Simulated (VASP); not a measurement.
A run of VASP 6.6.1 is set up as follows.

INCAR

```
SYSTEM = Si2Au
PREC = Accurate
ENCUT = 600
EDIFF = 1E-6
ISMEAR = 0
SIGMA = 0.1
LREAL = .False.
LASPH = .True.
NELM = 60
ALGO = Normal
ISIF = 3
LWAVE = .False.
LCHARG = .False.
GGA = PE
IBRION = 2
NSW = 90
EDIFFG = -0.04
```

Contents of KPOINTS:

```
Automatic mesh
0
Gamma
  6 6 6
  0 0 0
```

POSCAR

```
Si2Au
1.0
   -2.1556146104      2.1556146104      5.4183665531
    2.1556146104     -2.1556146104      5.4183665531
    2.1556146104      2.1556146104     -5.4183665531
Si Au
4 2
Direct
    0.2066000000      0.2066000000      0.0000000000
    0.9566000000      0.4566000000      0.5000000000
    0.5434000000      0.0434000000      0.5000000000
    0.7934000000      0.7934000000      0.0000000000
    0.0000000000      0.0000000000      0.0000000000
    0.7500000000      0.2500000000      0.5000000000
```

Potentials or basis: VASP PAW PBE potentials, release 64 (Si, Au).

Command:

```console
$ cat potpaw_PBE.64/Si/POTCAR potpaw_PBE.64/Au/POTCAR > POTCAR
$ mpirun -np 1 vasp_std > vasp.out
```

Problem. What does it give for the relaxed volume?

Solution. 24.34 Å³/atom.

Problem. What does it give for the relaxed cell?

Solution. a = 8.184 Å, b = 8.184 Å, c = 8.184 Å, α = 148.87°, β = 148.87°, γ = 44.61°.

Problem. What does it give for the band gap on the k mesh?

Solution. Zero (bands 19 and 20 overlap by 1.54 eV).

Problem. What does it give for the space group after relaxing (to 0.1 Å)?

Solution. I4_1/amd (No. 141).

Forces in eV/Å, atoms in the order of the input:
```
Si   0.000  0.000 -0.004
Si   0.000  0.000 -0.004
Si   0.000  0.000  0.004
Si   0.000  0.000  0.004
Au   0.000  0.000  0.000
Au   0.000  0.000  0.000
```

Caveat: the volume moved by over 15 % at a fixed basis, so the end points are rough; spin-orbit coupling is left out, which moves the levels of the heavy elements.
